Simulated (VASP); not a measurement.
# Na3TeH (Pm-3m) in VASP: notebook

The runs below take Na3TeH through single point, relaxation of cell and atoms, with PBE, r2SCAN.

Program: VASP 6.6.1. These are calculated values, not measurements. Logs are shortened: lines on timing, memory, paths and dates and some standing lists are left out, and cuts for length are marked.

## Step 1: The cell of the first run

Symmetry: Pm-3m, No. 221, cubic system. The conventional cell has a = 4.760 Å, b = 4.760 Å, c = 4.760 Å, α = 90.00°, β = 90.00°, γ = 90.00°. Na (site symmetry 4/mmm) has 2 H at 2.38 Å within 3.1 Å. Te (site symmetry m-3m) has 12 Na at 3.37 Å and 8 H at 4.12 Å within 4.4 Å. Within 3.1 Å of H (site symmetry m-3m) lie 6 Na at 2.38 Å.

## Step 2: Single point, PBE

The input, INCAR:

```
PREC = Accurate ; ENCUT = 520
EDIFF = 1E-7 ; ISMEAR = 0
SIGMA = 0.02 ; LREAL = F
LASPH = T ; NELM = 100
ALGO = Normal ; ISIF = 2
LWAVE = F ; LCHARG = F
GGA = PE ; NBANDS = 22
```

The input, KPOINTS:

```
regular mesh
0
Gamma
  6 6 6
```

The input, POSCAR:

```
Na3TeH
1.0
    4.7600275683      0.0000000000      0.0000000000
    0.0000000000      4.7600275683      0.0000000000
    0.0000000000      0.0000000000      4.7600275683
Na Te H
3 1 1
Direct
    0.5000000000      0.0000000000      0.0000000000
    0.0000000000      0.5000000000      0.0000000000
    0.0000000000      0.0000000000      0.5000000000
    0.5000000000      0.5000000000      0.5000000000
    0.0000000000      0.0000000000      0.0000000000
```

Potentials or basis: VASP PAW PBE potentials, release 64 (Na_pv, Te, H).

Started as:

```
$ cat potpaw_PBE.64/Na_pv/POTCAR potpaw_PBE.64/Te/POTCAR potpaw_PBE.64/H/POTCAR > POTCAR
$ mpirun -np 1 vasp_std > vasp.out
```

OUTCAR:

```text
PREC = Accurate
   ENCUT = 520
   EDIFF = 1E-7
   ISMEAR = 0
   LREAL = F
   LASPH = T
   NELM = 100
   ISIF = 2
   GGA = PE

 ion  position               nearest neighbor table
   1  0.500  0.000  0.000-
   2  0.000  0.500  0.000-
   3  0.000  0.000  0.500-
   4  0.500  0.500  0.500-
   5  0.000  0.000  0.000-

  LATTYP: Found a simple cubic cell.
 ALAT       =     4.7600275683

  Lattice vectors:

 A1 = (   4.7600275683,   0.0000000000,   0.0000000000)
 A2 = (   0.0000000000,   4.7600275683,   0.0000000000)
 A3 = (   0.0000000000,   0.0000000000,   4.7600275683)

Analysis of symmetry for initial positions (statically):
=====================================================================
 Subroutine PRICEL returns:
 Original cell was already a primitive cell.

 Routine SETGRP: Setting up the symmetry group for a
 simple cubic supercell.

 Subroutine GETGRP returns: Found 48 space group operations
 (whereof 48 operations were pure point group operations)
 out of a pool of 48 trial point group operations.

The static configuration has the point symmetry O_h .

Analysis of symmetry for dynamics (positions and initial velocities):
=====================================================================
 Subroutine PRICEL returns:
 Original cell was already a primitive cell.

 Routine SETGRP: Setting up the symmetry group for a
 simple cubic supercell.

 Subroutine GETGRP returns: Found 48 space group operations
 (whereof 48 operations were pure point group operations)
 out of a pool of 48 trial point group operations.

The dynamic configuration has the point symmetry O_h .

 Subroutine INISYM returns: Found 48 space group operations
 (whereof 48 operations are pure point group operations),
 and found     1 'primitive' translations

----------------------------------------------------------------------------------------

                                     Primitive cell

  volume of cell :     107.8520

  direct lattice vectors                    reciprocal lattice vectors
     4.760027568  0.000000000  0.000000000     0.210082817  0.000000000  0.000000000
     0.000000000  4.760027568  0.000000000     0.000000000  0.210082817  0.000000000
     0.000000000  0.000000000  4.760027568     0.000000000  0.000000000  0.210082817

  length of vectors
     4.760027568  4.760027568  4.760027568     0.210082817  0.210082817  0.210082817

  position of ions in fractional coordinates (direct lattice)
     0.500000000  0.000000000  0.000000000
     0.000000000  0.500000000  0.000000000
     0.000000000  0.000000000  0.500000000
     0.500000000  0.500000000  0.500000000
     0.000000000  0.000000000  0.000000000

  ion indices of the primitive-cell ions
   primitive index   ion index
                 1           1
                 2           2
                 3           3
                 4           4
                 5           5

----------------------------------------------------------------------------------------

 KPOINTS: regular mesh

Automatic generation of k-mesh.
 Grid dimensions read from file:
 generate k-points for:    6    6    6

 Generating k-lattice:

  Cartesian coordinates                     Fractional coordinates (reciprocal lattice)
     0.035013803  0.000000000  0.000000000     0.166666667  0.000000000  0.000000000
     0.000000000  0.035013803  0.000000000     0.000000000  0.166666667  0.000000000
     0.000000000  0.000000000  0.035013803     0.000000000  0.000000000  0.166666667

  Length of vectors
     0.035013803  0.035013803  0.035013803

  Shift w.r.t. Gamma in fractional coordinates (k-lattice)
     0.000000000  0.000000000  0.000000000

 Subroutine IBZKPT returns following result:
 ===========================================

 Found     20 irreducible k-points:

 Following reciprocal coordinates:
            Coordinates               Weight
  0.000000  0.000000  0.000000      1.000000
  0.166667  0.000000  0.000000      6.000000
  0.333333  0.000000  0.000000      6.000000
  0.500000  0.000000  0.000000      3.000000
  0.166667  0.166667  0.000000     12.000000
  0.333333  0.166667  0.000000     24.000000
[... 12 lines left out ...]
  0.500000  0.500000  0.333333      6.000000
  0.500000  0.500000  0.500000      1.000000
   k-points           NKPTS =     20   k-points in BZ     NKDIM =     20   number of bands    NBANDS=     22
   number of dos      NEDOS =    301   number of ions     NIONS =      5
   total plane-waves  NPLWV =  46656
   dimension x,y,z NGX =    36 NGY =   36 NGZ =   36
   dimension x,y,z NGXF=    72 NGYF=   72 NGZF=   72
   ions per type =               3   1   1
   NGX,Y,Z   is equivalent  to a cutoff of  12.57, 12.57, 12.57 a.u.
   NGXF,Y,Z  is equivalent  to a cutoff of  25.15, 25.15, 25.15 a.u.
 SYSTEM =  unknown system
   PREC   = accura    normal or accurate (medium, high low for compatibility)
   ISTART =      0    job   : 0-new  1-cont  2-samecut
   ICHARG =      2    charge: 1-file 2-atom 10-const
   ISPIN  =      1    spin polarized calculation?
   LNONCOLLINEAR =      F non collinear calculations
   LSORBIT =      F    spin-orbit coupling
   LASPH  =      T    aspherical Exc in radial PAW
   ENCUT  =  520.0 eV  38.22 Ry    6.18 a.u.   8.85  8.85  8.85*2*pi/ulx,y,z
   NELM   =    100;   NELMIN=  2; NELMDL= -5     # of ELM steps
   EDIFF  = 0.1E-06   stopping-criterion for ELM
   LREAL  =      F    real-space projection
   EDIFFG = 0.1E-05   stopping-criterion for IOM
   NSW    =      0    number of steps for IOM
   IBRION =     -1    ionic relax: 0-MD 1-quasi-New 2-CG
   NFREE  =      0    steps in history (QN), initial steepest desc. (CG)
   ISIF   =      2    stress and relaxation
   ISYM   =      2    0-nonsym 1-usesym 2-fastsym
   POTIM  = 0.5000    time-step for ionic-motion
   TEBEG  =    0.0;   TEEND  =   0.0 temperature during run
   PSTRESS=    0.0 pullay stress
   NELECT =      28.0000    total number of electrons
   NUPDOWN=      -1.0000    fix difference up-down
   EMIN   =  10.00;   EMAX   =-10.00  energy-range for DOS
   EFERMI =   0.00;   METHOD = LEGACY
   ISMEAR =     0;   SIGMA  =   0.02  broadening in eV -4-tet -1-fermi 0-gaus
   EFERMI_NEDOS =   21; number of points for ismear=-14 and -15
   IALGO  =     38    algorithm
   IMIX   =      4    mixing-type and parameters
     AMIX     =   0.40;   BMIX     =  1.00
     AMIX_MAG =   1.60;   BMIX_MAG =  1.00
  volume/ion in A,a.u.               =      21.57       145.56
  Fermi-wavevector in a.u.,A,eV,Ry     =   1.044363  1.973559 14.839787  1.090694
  Thomas-Fermi vector in A             =   2.179112
   LORBIT       =      0    0 simple, 1 ext, 2 COOP (PROOUT), +10 PAW based schemes
   GGA     = PE    functional components
   LHFCALC =     F    Hartree Fock is set to
   AEXX    =    0.0000 exact exchange contribution
   IVDW    =     0    specifies the selected vdW correction
   LEPSILON=     F    determine dielectric tensor
   LRPA    =     F    only Hartree local field effects (RPA)
 non-spin polarized calculation
 Gauss-broadening in eV      SIGMA  =   0.02
  energy-cutoff  :      520.00
  volume of cell :      107.85
 maximum number of plane-waves:      2945
 NGX is ok and might be reduce to    36
   NGX = 17   NGY = 17   NGZ = 17

 number of electron      27.9999990 magnetization

 Free energy of the ion-electron system (eV)
  ---------------------------------------------------
  ext. energy  EPLUGINS =         0.00000000
  ---------------------------------------------------
  free energy    TOTEN  =       -13.66771437 eV

  energy without entropy =      -13.66771437  energy(sigma->0) =      -13.66771437

 E-fermi :   1.7068     XC(G=0):  -8.1650

 val. band max:        1.5200335986   @ k =   0.5000   0.5000   0.0000
 cond. band min:       4.1464704170   @ k =   0.5000   0.0000   0.0000
 fundamental gap:      2.6264368184
 Fermi energy:         1.7068305093

 k-point     1 :       0.0000    0.0000    0.0000
  band No.  band energies     occupation
      1     -21.7547      2.00000
      2     -21.7547      2.00000
      3     -21.7547      2.00000
      4     -21.7188      2.00000
      5     -21.7188      2.00000
      6     -21.7188      2.00000
[... 14 lines left out ...]
     21       9.7164      0.00000
     22       9.7164      0.00000

 k-point     2 :       0.1667    0.0000    0.0000
  band No.  band energies     occupation
      1     -21.7520      2.00000
      2     -21.7520      2.00000
      3     -21.7511      2.00000
      4     -21.7196      2.00000
      5     -21.7196      2.00000
      6     -21.7190      2.00000
[... 14 lines left out ...]
     21       9.8766      0.00000
     22      10.0342      0.00000

 k-point     3 :       0.3333    0.0000    0.0000
  band No.  band energies     occupation
      1     -21.7456      2.00000
      2     -21.7456      2.00000
      3     -21.7415      2.00000
      4     -21.7223      2.00000
      5     -21.7223      2.00000
      6     -21.7196      2.00000
[... 14 lines left out ...]
     21       9.9369      0.00000
     22      10.3290      0.00000

 k-point     4 :       0.5000    0.0000    0.0000
  band No.  band energies     occupation
      1     -21.7411      2.00000
      2     -21.7411      2.00000
      3     -21.7333      2.00000
      4     -21.7248      2.00000
      5     -21.7248      2.00000
      6     -21.7199      2.00000
[... 14 lines left out ...]
     21      10.7615      0.00000
     22      10.7625      0.00000

 k-point     5 :       0.1667    0.1667    0.0000
  band No.  band energies     occupation
      1     -21.7539      2.00000
      2     -21.7494      2.00000
      3     -21.7443      2.00000
      4     -21.7239      2.00000
      5     -21.7202      2.00000
      6     -21.7156      2.00000
[... 317 lines left out ...]
 k-point    18 :       0.5000    0.3333    0.3333
  band No.  band energies     occupation
      1     -21.7631      2.00000
      2     -21.7525      2.00000
      3     -21.7507      2.00000
      4     -21.7466      2.00000
      5     -21.7053      2.00000
      6     -21.7010      2.00000
[... 14 lines left out ...]
     21      10.7899      0.00000
     22      12.5889      0.00000

 k-point    19 :       0.5000    0.5000    0.3333
  band No.  band energies     occupation
      1     -21.7671      2.00000
      2     -21.7557      2.00000
      3     -21.7515      2.00000
      4     -21.7515      2.00000
      5     -21.7003      2.00000
      6     -21.7003      2.00000
[... 14 lines left out ...]
     21      10.4825      0.00000
     22      12.7497      0.00000

 k-point    20 :       0.5000    0.5000    0.5000
  band No.  band energies     occupation
      1     -21.7728      2.00000
      2     -21.7556      2.00000
      3     -21.7556      2.00000
      4     -21.7556      2.00000
      5     -21.6965      2.00000
      6     -21.6965      2.00000
[... 14 lines left out ...]
     21      11.3274      0.00000
     22      12.7358      0.00000

------------------------ aborting loop because EDIFF is reached ----------------------------------------

  FORCE on cell =-STRESS in cart. coord.  units (eV):
  Direction    XX          YY          ZZ          XY          YZ          ZX
  --------------------------------------------------------------------------------------
  -------------------------------------------------------------------------------------
  Total       -0.0052672     -0.0052672     -0.0052672      0.0000000      0.0000000      0.0000000
  in kB       -0.0782466     -0.0782466     -0.0782466      0.0000000      0.0000000      0.0000000
  external PRESSURE =      -0.0782466 kB  Pullay stress =       0.0000000 kB

 VOLUME and BASIS-vectors are now :
 -----------------------------------------------------------------------------
  energy-cutoff  :      520.00
  volume of cell :      107.85
      direct lattice vectors                 reciprocal lattice vectors
     4.760027568  0.000000000  0.000000000     0.210082817  0.000000000  0.000000000
     0.000000000  4.760027568  0.000000000     0.000000000  0.210082817  0.000000000
     0.000000000  0.000000000  4.760027568     0.000000000  0.000000000  0.210082817

 POSITION                                       TOTAL-FORCE (eV/Angst)
 -----------------------------------------------------------------------------------
      2.38001      0.00000      0.00000         0.000000      0.000000      0.000000
      0.00000      2.38001      0.00000         0.000000      0.000000      0.000000
      0.00000      0.00000      2.38001         0.000000      0.000000      0.000000
      2.38001      2.38001      2.38001         0.000000      0.000000      0.000000
      0.00000      0.00000      0.00000         0.000000      0.000000      0.000000
 -----------------------------------------------------------------------------------
    total drift:                                0.000000      0.000000     -0.000000

  FREE ENERGIE OF THE ION-ELECTRON SYSTEM (eV)
  ---------------------------------------------------
  free  energy   TOTEN  =       -13.6677143720 eV

  energy  without entropy=      -13.6677143720  energy(sigma->0) =      -13.66771437
```

It took 59 s on 1 thread of Intel Xeon 8259CL, shared host; peak memory 0.22 GiB.

What came out:

```yaml
Free_energy: -13.6677 eV
Pressure: 0.0 GPa
Band_gap_on_the_k_mesh: 2.63 eV (least direct gap 2.81 eV)
```

Caveat: spin-orbit coupling is left out, which moves the levels of the heavy elements. A k mesh can miss the band edges.

## Step 3: Single point, r2SCAN

POSCAR is that of step 2.

The input, INCAR.step1:

```
PREC = Accurate
ENCUT = 520
ISMEAR = 0
SIGMA = 0.02
LREAL = F
LASPH = T
NELM = 60
NBANDS = 22
GGA = PE
ALGO = Normal
EDIFF = 1E-4
LWAVE = T
LCHARG = F
```

The input, INCAR.step2:

```
PREC = Accurate
ENCUT = 520
EDIFF = 1E-7
ISMEAR = 0
SIGMA = 0.02
LREAL = F
LASPH = T
NELM = 60
ALGO = Normal
ISIF = 2
LWAVE = F
LCHARG = F
METAGGA = R2SCAN
LMIXTAU = T
NBANDS = 22
ISTART = 1
```

KPOINTS is that of step 2.

Potentials or basis: VASP PAW PBE potentials, release 64 (Na_pv, Te, H).

Started as:

```
$ cat potpaw_PBE.64/Na_pv/POTCAR potpaw_PBE.64/Te/POTCAR potpaw_PBE.64/H/POTCAR > POTCAR
$ cp INCAR.step1 INCAR
$ mpirun -np 1 vasp_std > vasp.out
$ cp INCAR.step2 INCAR
$ mpirun -np 1 vasp_std > vasp.out
```

Wall time 5 min (1 thread of Intel Xeon 8259CL, shared host); peak memory 0.24 GiB.

The run converged. Its results:

```
Free energy            : -43.5641 eV
Pressure               : -0.8 GPa
Band gap on the k mesh : 3.33 eV (least direct gap 3.50 eV)
```

Levels at points of the mesh, in eV from the valence-band top:
```csv
k point,band 11,band 12,band 13,band 14,band 15,band 16,band 17,band 18
"(0.00, 0.00, 0.00)",-2.51,-0.39,-0.39,-0.39,4.68,4.68,4.92,7.43
"(0.50, 0.00, 0.00)",-3.24,-0.65,-0.18,-0.18,3.33,5.30,5.48,5.48
"(0.50, 0.50, 0.00)",-2.25,-1.80,-1.80,0.00,5.12,5.54,6.46,6.46
"(0.50, 0.50, 0.50)",-1.93,-1.39,-1.39,-1.39,3.38,3.38,3.38,10.00
```

Caveat: the PAW data sets were made with another functional, which shifts forces and pressure a little; spin-orbit coupling is left out, which moves the levels of the heavy elements.

[end of part 1 of 2]
